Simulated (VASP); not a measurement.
Write the native input for VASP 6.6.1 that does the following.

```
Task                   : relaxation of cell and atoms
Functional             : PBE
Potentials or basis    : VASP PAW PBE potentials, release 64 (Zr_sv, Si)
Cutoff                 : 600 eV
k mesh                 : 6 × 6 × 6
Occupations            : gaussian, width 0.1 eV
Spin                   : no spin polarisation
Dipole correction      : no
Further INCAR settings : ALGO = Normal; EDIFF = 1e-07; IBRION = 2; EDIFFG = -0.04; NSW = 90; ISIF = 3
```

The structure of ZrSi2 lies in POSCAR:

```
ZrSi2
1.0
   -1.9278526900      1.9278526900      3.5921819800
    1.9278526900     -1.9278526900      3.5921819800
    1.9278526900      1.9278526900     -3.5921819800
Zr Si
1 2
Direct
    0.0000000000      0.0000000000      0.0000000000
    0.5000000000      0.0000000000      0.5000000000
    0.0000000000      0.5000000000      0.5000000000
```

The cell was generated, and may not be a known phase.

These files were run (other wordings do the same):

INCAR

```
  PREC = Accurate
  ENCUT = 600
  EDIFF = 1E-7
  ISMEAR = 0
  SIGMA = 0.1
  LREAL = False
  LASPH = True
  NELM = 80
  ALGO = Normal
  ISIF = 3
  LWAVE = False
  LCHARG = False
  GGA = PE
  IBRION = 2
  NSW = 90
  EDIFFG = -0.04
```

KPOINTS

```
Automatic mesh
0
Gamma
  6 6 6
```

Potentials or basis: VASP PAW PBE potentials, release 64 (Zr_sv, Si).

Run with:

```console
$ cat potpaw_PBE.64/Zr_sv/POTCAR potpaw_PBE.64/Si/POTCAR > POTCAR
$ mpirun -np 1 vasp_std > vasp.out
```

It gave:

```yaml
Relaxed_volume: 21.67 Å³/atom
Relaxed_cell: a = 4.408 Å, b = 4.408 Å, c = 4.408 Å, α = 105.78°, β = 105.78°, γ = 117.13°
Space_group_after_relaxing_to_0.1_Å: I4/mmm (No. 139)
Pressure_after_relaxing: 0.0 GPa
Band_gap_on_the_k_mesh: zero (bands 10 and 11 overlap by 1.31 eV)
```

Caveat: the volume moved by over 15 % at a fixed basis, so the end points are rough.

Run time: 9.9 min on 1 thread of Oxide Virtual Turin-like Processor (shared host), peak memory 0.2 GiB.
